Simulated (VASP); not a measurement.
Write the native input for VASP 6.6.1 that does the following.

| Item | Value |
| --- | --- |
| Task | electric field gradients |
| Functional | PBEsol |
| Potentials or basis | VASP PAW PBE potentials, release 64 (Li_sv) |
| Cutoff | 650 eV |
| k mesh | 13 × 13 × 13 |
| Occupations | fermi-dirac, width 0.08 eV |
| Spin | no spin polarisation |
| Dipole correction | no |
| Further INCAR settings | ALGO = Normal; EDIFF = 1e-08; NBANDS = 8 |

The structure of Li lies in POSCAR:

```
Li
1.0
    0.0000000000      2.1946353965      2.1946353965
    2.1946353965      0.0000000000      2.1946353965
    2.1946353965      2.1946353965      0.0000000000
Li
1
Direct
    0.0000000000      0.0000000000      0.0000000000
```

This isn't the form of Li at room conditions, which is bcc.

The input as run:

INCAR

```
PREC = Accurate
ENCUT = 650
EDIFF = 1E-8
ISMEAR = -1
SIGMA = 0.08
LREAL = False
LASPH = True
NELM = 120
ALGO = Normal
ISIF = 2
LWAVE = False
LCHARG = False
GGA = PS
LEFG = True
NBANDS = 8
GGA_COMPAT = False
```

KPOINTS

```
regular mesh
0
Gamma
  13 13 13
```

Potentials or basis: VASP PAW PBE potentials, release 64 (Li_sv).

The run is started by

```sh
$ cat potpaw_PBE.64/Li_sv/POTCAR > POTCAR
$ mpirun -np 1 vasp_std > vasp.out
```

Results of the run:

```json
{"Pressure": "-0.7 GPa", "Band gap on the k mesh": "zero (an odd number of electrons rules out a gap without spin polarisation)", "Largest electric field gradient by atom": "under 0.05 V/Å² on every atom"}
```

Caveat: the PAW data sets were made with another functional, which shifts forces and pressure a little.

Run time: 8.3 s on 1 thread of AMD EPYC 9R45 96-Core Processor (Zen 5) (shared host), peak memory 0.12 GiB.
